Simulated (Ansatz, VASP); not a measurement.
**Two plane-wave programs on Zr3MoRh**

```
Zr Mo Rh
1.0
     4.92311    0.00000    0.00000
     0.00000    4.92311    0.00000
     0.00000    0.00000    4.92311
Zr Mo Rh
3 1 1
Direct
  0.00000 0.50000 0.50000
  0.50000 0.00000 0.50000
  0.50000 0.50000 0.00000
  0.00000 0.00000 0.00000
  0.50000 0.50000 0.50000
```

Alike in both runs: functional PBE; k mesh 8 × 8 × 8; occupations gaussian, width 0.1 eV; no spin polarisation.

Ansatz relaxed the structure, and its values are those at the end. VASP's run is a single point on that final structure, the one shown.

```csv
,VASP,Ansatz
version,VASP 6.6.1,Ansatz 0.2.0
potentials or method,"VASP PAW PBE potentials, release 64 (Zr_sv, Mo_sv, Rh_pv), cutoff 520 eV","scalar-relativistic, plane waves, PAW"
valence electrons in the cell,65,67
```

Ansatz gave:

| Quantity | Value |
| --- | --- |
| gap on the k mesh at the Fermi level (eV) | none |
| pressure (GPa) | 0.0 |

Which values does VASP return?

gap on the k mesh at the Fermi level (eV): none; pressure (GPa): 0.1.

A gap of «none» marks a metal or a gap that the smearing closes. The functional is the same, so the differences come from potentials, cutoffs and numerics. VASP's potentials hold 65 valence electrons a cell and Ansatz's 67, so a difference there can come from the potentials and not from the codes.
